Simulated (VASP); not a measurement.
Runs of VASP 6.6.1 on ScAl. The structure is that of space group Pm-3m (No. 221), or close to it. The cells are those of the table. 

```tsv
task	cell	k mesh	cutoff (eV)	gap on the mesh (eV)	pressure (GPa)
single point	a = 3.335 Å, 2 atoms	12 × 12 × 12	520	none	(a)
single point	a = 3.229 Å, 2 atoms	12 × 12 × 12	520	none	13.8
relaxation of cell and atoms	relaxed from a = 3.370 Å, 2 atoms	12 × 12 × 12	600	none	0.0
single point	a = 3.478 Å, 2 atoms	12 × 12 × 12	520	none	-6.3
single point	a = 3.571 Å, 2 atoms	16 × 16 × 16	520	none	-9.9
single point	a = 3.265 Å, 2 atoms	12 × 12 × 12	520	none	(c)
single point	a = 3.300 Å, 2 atoms	12 × 12 × 12	520	none	6.0
single point	a = 3.435 Å, 2 atoms	12 × 12 × 12	520	none	(b)
single point	a = 3.402 Å, 2 atoms	12 × 12 × 12	520	none	-2.1
```

Alike in all rows: level r2SCAN; potentials or basis VASP PAW PBE potentials, release 64 (Sc_sv, Al); no spin polarisation; smearing gaussian 0.1 eV.

Q: Fill in the values left out.

A: (a) 2.9; (b) -4.0; (c) 9.6.

Caveats: the PAW data sets were made with another functional, which shifts forces and pressure a little; the cell stands under pressure (at least some runs); the cell stands under tension (at least some runs).

A gap of «none» marks levels without a gap at the run's occupations.
